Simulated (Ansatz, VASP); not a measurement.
**Cd3Si: VASP beside Ansatz**

```
Cd Si
1.0
     4.98908    0.00000    0.00000
    -2.49454    4.32067    0.00000
     0.00000    0.00000    5.26560
Cd Si
3 1
Direct
  0.00000 0.00000 0.50000
  0.33333 0.66667 0.00000
  0.66667 0.33333 0.00000
  0.00000 0.00000 0.00000
```

Alike in both runs: task relaxation of cell and atoms; functional PBE; k mesh 12 × 12 × 10; occupations gaussian, width 0.1 eV; no spin polarisation.

```csv
,VASP,Ansatz
version,VASP 6.6.1,Ansatz 0.2.0
potentials or method,"VASP PAW PBE potentials, release 64 (Cd, Si), cutoff 500 eV","scalar-relativistic, plane waves, PAW"
valence electrons in the cell,40,64
```

|  | VASP | Ansatz | Ansatz less VASP |
| --- | --- | --- | --- |
| gap on the k mesh at the Fermi level, each at its own relaxed structure (eV) | none | none | - |
| relaxed volume (Å³/atom) | 28.99 | 28.80 | -0.188 |
| relaxed cell length with the largest relative difference (Å) | 5.184 | 5.167 | -0.0170 |

A gap of «none» marks a metal or a gap that the smearing closes. VASP's potentials hold 40 valence electrons a cell and Ansatz's 64, so a difference there can come from the potentials and not from the codes.
